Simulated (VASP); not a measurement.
# Te (Fd-3m) in VASP: further runs, part 2 of 2

VASP 6.6.1.

### 3 Single point, revPBE (49.63 Å³/atom)

This run uses another cell than the first one, of 49.63 Å³/atom.

INCAR reads:

```
SYSTEM = Te
PREC = Accurate ; ENCUT = 520
EDIFF = 1E-6 ; ISMEAR = -1
SIGMA = 0.1 ; LREAL = .False.
LASPH = .True. ; NELM = 80
ALGO = Normal ; ISIF = 2
LWAVE = .False. ; LCHARG = .False.
GGA = RE ; NBANDS = 13
```

KPOINTS reads:

```
Automatic mesh
0
Gamma
  9 9 9
  0 0 0
```

POSCAR reads:

```
Te
1.0
    0.0000000000      3.6748365270      3.6748365270
    3.6748365270      0.0000000000      3.6748365270
    3.6748365270      3.6748365270      0.0000000000
Te
2
Direct
    0.1250000000      0.1250000000      0.1250000000
    0.8750000000      0.8750000000      0.8750000000
```

Potentials or basis: VASP PAW PBE potentials, release 64 (Te).

On the command line:

```console
$ cat potpaw_PBE.64/Te/POTCAR > POTCAR
$ mpirun -np 1 vasp_std > vasp.out
```

OUTCAR:

```text
SYSTEM = Te
   PREC = Accurate
   ENCUT = 520
   EDIFF = 1E-6
   ISMEAR = -1
   LREAL = .False.
   LASPH = .True.
   NELM = 80
   ISIF = 2
   GGA = RE

 ion  position               nearest neighbor table
   1  0.125  0.125  0.125-   2 3.18   2 3.18   2 3.18   2 3.18
   2  0.875  0.875  0.875-   1 3.18   1 3.18   1 3.18   1 3.18

  LATTYP: Found a face centered cubic cell.
 ALAT       =     7.3496730540

  Lattice vectors:

 A1 = (   0.0000000000,   3.6748365270,   3.6748365270)
 A2 = (   3.6748365270,   0.0000000000,   3.6748365270)
 A3 = (   3.6748365270,   3.6748365270,   0.0000000000)

Analysis of symmetry for initial positions (statically):
=====================================================================
 Subroutine PRICEL returns:
 Original cell was already a primitive cell.

 Routine SETGRP: Setting up the symmetry group for a
 face centered cubic supercell.

 Subroutine GETGRP returns: Found 48 space group operations
 (whereof 12 operations were pure point group operations)
 out of a pool of 48 trial point group operations.

The static configuration has the point symmetry D_3d.
[... 167 lines left out ...]
 Fermi energy:         2.7179647684

 k-point     1 :       0.0000    0.0000    0.0000
  band No.  band energies     occupation
      1      -9.7978      2.00000
      2      -6.1155      2.00000
      3      -0.0437      2.00000
      4      -0.0437      2.00000
      5      -0.0437      2.00000
      6       2.1392      1.99389
      7       2.1392      1.99389
      8       2.1392      1.99389
      9       6.7462      0.00000
     10       8.7745      0.00000
     11       8.7745      0.00000
     12      10.3341      0.00000
     13      10.3341      0.00000
[... 354 lines left out ...]
  band No.  band energies     occupation
      1      -8.6081      2.00000
      2      -8.0165      2.00000
      3      -1.1086      2.00000
      4      -1.1086      2.00000
      5       1.1773      2.00000
      6       1.3165      2.00000
      7       4.3261      0.00000
      8       4.3261      0.00000
      9       7.5788      0.00000
     10       8.4256      0.00000
     11      10.4728      0.00000
     12      10.4728      0.00000
     13      10.6812      0.00000

 [... further k-points ...]
[... 5 lines left out ...]
  --------------------------------------------------------------------------------------
  -------------------------------------------------------------------------------------
  Total       -0.5546524     -0.5546524     -0.5546524     -0.0000000      0.0000000     -0.0000000
  in kB       -8.9533878     -8.9533878     -8.9533878     -0.0000000      0.0000000     -0.0000000
  external PRESSURE =      -8.9533878 kB  Pullay stress =       0.0000000 kB

 VOLUME and BASIS-vectors are now :
 -----------------------------------------------------------------------------
  energy-cutoff  :      520.00
  volume of cell :       99.25
      direct lattice vectors                 reciprocal lattice vectors
     0.000000000  3.674836527  3.674836527    -0.136060474  0.136060474  0.136060474
     3.674836527  0.000000000  3.674836527     0.136060474 -0.136060474  0.136060474
     3.674836527  3.674836527  0.000000000     0.136060474  0.136060474 -0.136060474

 POSITION                                       TOTAL-FORCE (eV/Angst)
 -----------------------------------------------------------------------------------
      0.91871      0.91871      0.91871        -0.000000     -0.000000     -0.000000
      6.43096      6.43096      6.43096         0.000000      0.000000      0.000000
 -----------------------------------------------------------------------------------
    total drift:                                0.000000      0.000000     -0.000000

  FREE ENERGIE OF THE ION-ELECTRON SYSTEM (eV)
  ---------------------------------------------------
  free  energy   TOTEN  =        -4.9330626887 eV

  energy  without entropy=       -4.8635458862  energy(sigma->0) =       -4.89830429
```

OSZICAR:

```text
N       E                     dE             d eps       ncg     rms          rms(c)
DAV:   1     0.442900991488E+02    0.44290E+02   -0.40433E+03   910   0.695E+02
DAV:   2    -0.188364920009E+01   -0.46174E+02   -0.44405E+02  1321   0.103E+02
DAV:   3    -0.486424916849E+01   -0.29806E+01   -0.29550E+01  1155   0.287E+01
DAV:   4    -0.492948930378E+01   -0.65240E-01   -0.65230E-01  1226   0.506E+00
DAV:   5    -0.493039474341E+01   -0.90544E-03   -0.90543E-03  1214   0.601E-01    0.904E+00
DAV:   6    -0.493156138727E+01   -0.11666E-02   -0.24288E-03  1118   0.333E-01    0.554E+00
DAV:   7    -0.493273081194E+01   -0.11694E-02   -0.54909E-03  1135   0.490E-01    0.130E-01
DAV:   8    -0.493295415633E+01   -0.22334E-03   -0.24242E-04  1069   0.906E-02    0.671E-02
DAV:   9    -0.493303964336E+01   -0.85487E-04   -0.97583E-05  1040   0.545E-02    0.201E-02
DAV:  10    -0.493305533359E+01   -0.15690E-04   -0.11057E-05  1060   0.191E-02    0.107E-02
DAV:  11    -0.493306209101E+01   -0.67574E-05   -0.13645E-05   995   0.198E-02    0.336E-03
DAV:  12    -0.493306268867E+01   -0.59767E-06   -0.37139E-07   898   0.423E-03
   1 F= -.49330627E+01 E0= -.48983043E+01  d E =-.695168E-01
```

stdout:

```text
POSCAR found type information on POSCAR Te
 POSCAR found :  1 types and       2 ions
 scaLAPACK will be used
 -----------------------------------------------------------------------------
|                                                                             |
|                                                                             |
|     You enforced a specific xc type in the INCAR file but a different       |
|     I HOPE YOU KNOW WHAT YOU ARE DOING!                                     |
|                                                                             |
 -----------------------------------------------------------------------------

 LDA part: xc-table for (Slater+PW92), standard interpolation
 POSCAR, INCAR and KPOINTS ok, starting setup
 FFT: planning ... GRIDC
 FFT: planning ... GRID_SOFT
 FFT: planning ... GRID
 WAVECAR not read
 entering main loop
```

Run time: 64 s. Hardware: 1 thread of Intel Xeon 8259CL, shared host; peak memory 0.24 GiB.

Results:

```
Free energy            : -4.9331 eV
Pressure               : -0.9 GPa
Band gap on the k mesh : zero (bands 6 and 7 overlap by 0.83 eV)
```

Levels at points of the mesh, in eV from the Fermi level:
```
           k point  band 2  band 3  band 4  band 5  band 6  band 7  band 8  band 9  band 10  band 11
(0.00, 0.00, 0.00)   -8.83   -2.76   -2.76   -2.76   -0.58   -0.58   -0.58    4.03     6.06     6.06
```

Caveat: the PAW data sets were made with another functional, which shifts forces and pressure a little; spin-orbit coupling is left out, which moves the levels of the heavy elements.

### 4 Single point, revPBE (51.54 Å³/atom)

This run uses another cell than the first one, of 51.54 Å³/atom.

INCAR reads:

```
ALGO     = Normal         # electronic algorithm
EDIFF    = 1E-6           # SCF threshold, eV
ENCUT    = 520            # plane-wave cutoff, eV
GGA      = RE             # functional
ISIF     = 2              # what is computed and relaxed
ISMEAR   = -1             # smearing method
LASPH    = T              # aspherical terms in the spheres
LCHARG   = F              # write CHGCAR
LREAL    = F              # projectors in reciprocal space
LWAVE    = F              # write WAVECAR
NBANDS   = 13             # bands
NELM     = 100            # most SCF steps
PREC     = Accurate       # precision mode
SIGMA    = 0.1            # smearing width, eV
```

KPOINTS reads:

```
k-points
0
Gamma
  9 9 9
```

POSCAR reads:

```
Te
1.0
    0.0000000000      3.7213583837      3.7213583837
    3.7213583837      0.0000000000      3.7213583837
    3.7213583837      3.7213583837      0.0000000000
Te
2
Direct
    0.1250000000      0.1250000000      0.1250000000
    0.8750000000      0.8750000000      0.8750000000
```

On the command line:

```console
$ cat potpaw_PBE.64/Te/POTCAR > POTCAR
$ mpirun -np 1 vasp_std > vasp.out
```

Run time: 60 s. Hardware: 1 thread of Intel Xeon 8259CL, shared host; peak memory 0.25 GiB.

Results (log left out):

| Quantity | Value |
| --- | --- |
| Free energy | -4.9031 eV |
| Pressure | -1.6 GPa |
| Band gap on the k mesh | zero (bands 6 and 7 overlap by 0.79 eV) |

Levels at points of the mesh, in eV from the Fermi level:
```csv
k point,band 4,band 5,band 6,band 7,band 8,band 9
"(0.00, 0.00, 0.00)",-2.65,-2.65,-0.53,-0.53,-0.53,4.07
```

Caveat: the PAW data sets were made with another functional, which shifts forces and pressure a little; spin-orbit coupling is left out, which moves the levels of the heavy elements.

### 5 Single point, revPBE (53.44 Å³/atom)

This run uses another cell than the first one, of 53.44 Å³/atom.

INCAR reads:

```
SYSTEM = Te
  PREC = Accurate
  ENCUT = 520
  EDIFF = 1E-6
  ISMEAR = -1
  SIGMA = 0.1
  LREAL = .FALSE.
  LASPH = .TRUE.
  NELM = 80
  ALGO = Normal
  ISIF = 2
  LWAVE = .FALSE.
  LCHARG = .FALSE.
  GGA = RE
  NBANDS = 13
```

KPOINTS reads:

```
Automatic mesh
0
G
  9 9 9
  0 0 0
```

POSCAR reads:

```
Te
1.0
    0.0000000000      3.7667452761      3.7667452761
    3.7667452761      0.0000000000      3.7667452761
    3.7667452761      3.7667452761      0.0000000000
Te
2
Direct
    0.1250000000      0.1250000000      0.1250000000
    0.8750000000      0.8750000000      0.8750000000
```

On the command line:

```console
$ cat potpaw_PBE.64/Te/POTCAR > POTCAR
$ mpirun -np 1 vasp_std > vasp.out
```

Wall time 60 s (1 thread of Intel Xeon 8259CL, shared host); peak memory 0.25 GiB.

It converged, with:

| Property | Result |
| --- | --- |
| Free energy | -4.8583 eV |
| Pressure | -2.2 GPa |
| Band gap on the k mesh | zero (bands 6 and 7 overlap by 0.75 eV) |

Levels at points of the mesh, in eV from the Fermi level:
| k point | band 2 | band 3 | band 4 | band 5 | band 6 | band 7 | band 8 | band 9 | band 10 | band 11 |
| --- | --- | --- | --- | --- | --- | --- | --- | --- | --- | --- |
| (0.00, 0.00, 0.00) | -8.97 | -2.54 | -2.54 | -2.54 | -0.49 | -0.49 | -0.49 | 4.11 | 6.15 | 6.15 |

Caveat: the PAW data sets were made with another functional, which shifts forces and pressure a little; spin-orbit coupling is left out, which moves the levels of the heavy elements.

### 6 Relaxation of cell and atoms, revPBE

This run uses another cell than the first one, of 38.93 Å³/atom.

INCAR reads:

```
SYSTEM = Te
PREC = Accurate
ENCUT = 600
EDIFF = 1E-7
ISMEAR = -1
SIGMA = 0.1
LREAL = .False.
LASPH = .True.
NELM = 80
ALGO = Normal
ISIF = 3
LWAVE = .False.
LCHARG = .False.
GGA = RE
IBRION = 2
NSW = 80
EDIFFG = -0.01
```

KPOINTS reads:

```
Automatic mesh
0
Gamma
  8 8 8
  0 0 0
```

POSCAR reads:

```
Te
1.0
    0.0000000000      3.3891640866      3.3891640866
    3.3891640866      0.0000000000      3.3891640866
    3.3891640866      3.3891640866      0.0000000000
Te
2
Direct
    0.1250000000      0.1250000000      0.1250000000
    0.8750000000      0.8750000000      0.8750000000
```

Potentials or basis: VASP PAW PBE potentials, release 64 (Te).

On the command line:

```console
$ cat potpaw_PBE.64/Te/POTCAR > POTCAR
$ mpirun -np 1 vasp_std > vasp.out
```

It took 2.7 min on 1 thread of Intel Xeon 8259CL, shared host; peak memory 0.25 GiB.

The run converged. Its results:

```
Free energy                           : -4.9441 eV
Relaxed volume                        : 47.71 Å³/atom
Relaxed cell                          : a = 5.129 Å, b = 5.129 Å, c = 5.129 Å, α = 60.00°, β = 60.00°, γ = 60.00°
Space group after relaxing (to 0.1 Å) : Fd-3m (No. 227)
Energy gained by relaxing             : 172.9 meV/atom
Ionic steps                           : 4
Pressure after relaxing               : 0.0 GPa
Band gap on the k mesh                : zero (bands 6 and 7 overlap by 0.89 eV)
```

The path:
| step | energy change (eV) | largest force (eV/Å) | pressure (GPa) | volume (Å³) |
| --- | --- | --- | --- | --- |
| 1 | 0.0000 | 0.0000 | 7.61 | 77.86 |
| 2 | -0.3256 | 0.0000 | -1.16 | 100.61 |
| 3 | -0.3458 | 0.0000 | 0.06 | 95.06 |
| 4 | -0.3458 | 0.0000 | -0.03 | 95.43 |

Final structure:
```
CELL_PARAMETERS angstrom
0.00000 3.62697 3.62697
3.62697 0.00000 3.62697
3.62697 3.62697 0.00000
ATOMIC_POSITIONS crystal
Te 0.12500 0.12500 0.12500
Te 0.87500 0.87500 0.87500
```

Levels at points of the mesh, in eV from the Fermi level:
```tsv
k point	band 2	band 3	band 4	band 5	band 6	band 7	band 8	band 9	band 10
(0.00, 0.00, 0.00)	-8.76	-2.89	-2.89	-2.89	-0.64	-0.64	-0.64	3.98	6.00
(0.50, 0.00, 0.00)	-10.19	-3.44	-3.44	-3.31	0.25	0.25	1.39	5.77	5.81
(0.50, 0.50, 0.00)	-11.16	-4.03	-4.03	-1.53	-1.53	1.79	1.79	5.24	5.24
```

Caveat: the volume moved by over 15 % at a fixed basis, so the end points are rough; the PAW data sets were made with another functional, which shifts forces and pressure a little; spin-orbit coupling is left out, which moves the levels of the heavy elements.

### 7 Single point, revPBE

INCAR reads:

```
PREC = Accurate
ENCUT = 520
EDIFF = 1E-7
ISMEAR = -1
SIGMA = 0.1
LREAL = F
LASPH = T
NELM = 100
ALGO = Normal
ISIF = 2
LWAVE = F
LCHARG = F
GGA = RE
NBANDS = 13
```

KPOINTS reads:

```
Automatic mesh
0
Gamma
  12 12 12
```

POSCAR reads:

```
Te
1.0
    0.0000000000      3.6271059748      3.6271059748
    3.6271059748      0.0000000000      3.6271059748
    3.6271059748      3.6271059748      0.0000000000
Te
2
Direct
    0.1250000000      0.1250000000      0.1250000000
    0.8750000000      0.8750000000      0.8750000000
```

On the command line:

```console
$ cat potpaw_PBE.64/Te/POTCAR > POTCAR
$ mpirun -np 1 vasp_std > vasp.out
```

It took 2.1 min on 1 thread of Intel Xeon 8259CL, shared host; peak memory 0.27 GiB.

It converged, with:

- Free energy: -4.9449 eV
- Pressure: 0.0 GPa
- Band gap on the k mesh: zero (bands 6 and 7 overlap by 0.89 eV)

Levels at points of the mesh, in eV from the Fermi level:
| k point | band 2 | band 3 | band 4 | band 5 | band 6 | band 7 | band 8 | band 9 | band 10 | band 11 |
| --- | --- | --- | --- | --- | --- | --- | --- | --- | --- | --- |
| (0.00, 0.00, 0.00) | -8.75 | -2.88 | -2.88 | -2.88 | -0.63 | -0.63 | -0.63 | 3.98 | 6.01 | 6.01 |
| (0.50, 0.00, 0.00) | -10.19 | -3.44 | -3.44 | -3.31 | 0.26 | 0.26 | 1.39 | 5.78 | 5.82 | 6.39 |
| (0.50, 0.50, 0.00) | -11.16 | -4.03 | -4.03 | -1.52 | -1.52 | 1.79 | 1.79 | 5.25 | 5.25 | 7.65 |

Caveat: the PAW data sets were made with another functional, which shifts forces and pressure a little; spin-orbit coupling is left out, which moves the levels of the heavy elements.

### 8 Summary

```tsv
task	cell	k mesh	cutoff (eV)	gap on the mesh (eV)	pressure (GPa)
single point	a = 5.130 Å, angles 60.0°, 2 atoms	9 × 9 × 9	520	none	0.0
single point	a = 5.197 Å, angles 60.0°, 2 atoms	9 × 9 × 9	520	none	-0.9
single point	a = 5.263 Å, angles 60.0°, 2 atoms	9 × 9 × 9	520	none	-1.6
single point	a = 5.327 Å, angles 60.0°, 2 atoms	9 × 9 × 9	520	none	-2.2
relaxation of cell and atoms	relaxed from a = 4.793 Å, angles 60.0°, 2 atoms	8 × 8 × 8	600	none	0.0
single point	a = 5.130 Å, angles 60.0°, 2 atoms	12 × 12 × 12	520	none	0.0
```

Alike in all rows: level revPBE; potentials or basis VASP PAW PBE potentials, release 64 (Te); no spin polarisation; smearing fermi-dirac 0.1 eV.

Caveats: the PAW data sets were made with another functional, which shifts forces and pressure a little; spin-orbit coupling is left out, which moves the levels of the heavy elements; the volume moved by over 15 % at a fixed basis, so the end points are rough (at least some runs).

Absolute energies hang on the potentials; compare differences alone.
